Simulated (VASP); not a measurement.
Input of a VASP 6.6.1 run:

The input INCAR:

```
SYSTEM = InP
ALGO = Normal
EDIFF = 1E-6
ENCUT = 500
GGA = PS
GGA_COMPAT = .False.
ISIF = 2
ISMEAR = 0
LASPH = .True.
LCHARG = .True.
LELF = .True.
LREAL = .False.
LVHAR = .True.
LWAVE = .False.
NBANDS = 16
NELM = 120
PREC = Accurate
SIGMA = 0.1
```

KPOINTS

```
k-points
0
Gamma
  6 6 6
  0 0 0
```

Contents of POSCAR:

```
InP
1.0
    0.0000000000      2.9519763900      2.9519763900
    2.9519763900      0.0000000000      2.9519763900
    2.9519763900      2.9519763900      0.0000000000
In P
1 1
Direct
    0.0000000000      0.0000000000      0.0000000000
    0.2500000000      0.2500000000      0.2500000000
```

Potentials or basis: VASP PAW PBE potentials, release 64 (In_d, P).

Command:

```bash
$ cat potpaw_PBE.64/In_d/POTCAR potpaw_PBE.64/P/POTCAR > POTCAR
$ mpirun -np 1 vasp_std > vasp.out
```

Task: Predict the pressure.

Result: -0.9 GPa.

Task: Estimate the band gap on the k mesh.

Result: 0.49 eV, direct.

Caveat: the PAW data sets were made with another functional, which shifts forces and pressure a little; spin-orbit coupling is left out, which moves the levels of the heavy elements. A hybrid or GW would open this gap; PBEsol tends to underestimate it.
